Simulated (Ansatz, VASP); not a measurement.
As in VASP and in Ansatz

```xyz
2
Lattice="1.9255 1.1389 3.5154 -1.8340 1.1013 3.4778 0.0132 -2.1357 3.4641" Properties=species:S:1:pos:R:3 pbc="T T T"
As    0.0238    0.0238    2.3795
As    0.0808    0.0808    8.0779
```

Change from the starting cell: equal xy, yz and zx shear strains of +2 %.

Alike in both runs: task single point; functional LDA; k mesh 13 × 13 × 13; occupations fermi-dirac, width 0.05 eV; no spin polarisation.

|  | VASP | Ansatz |
| --- | --- | --- |
| version | VASP 6.6.1 | Ansatz 0.2.0 |
| potentials or method | VASP PAW LDA potentials, release 64 (As), cutoff 520 eV | all-electron LAPW, scalar-relativistic |

VASP gave:

- pressure (GPa): -1.1
- traceless stress, the component that is largest in VASP (GPa): -1.47
- rms of the force components (eV/Å): 0.122

Q: Which values does Ansatz return?

A: Pressure (GPa): -1.5; traceless stress, the component that is largest in VASP (GPa): -1.45; rms of the force components (eV/Å): 0.100.

LDA's correlation is that of Perdew and Zunger in VASP and of Perdew and Wang (1992) in Ansatz. Atom by atom the forces differ by 0.040 eV/Å (rms over components). Ansatz ran all-electron here, and VASP with PAW potentials.
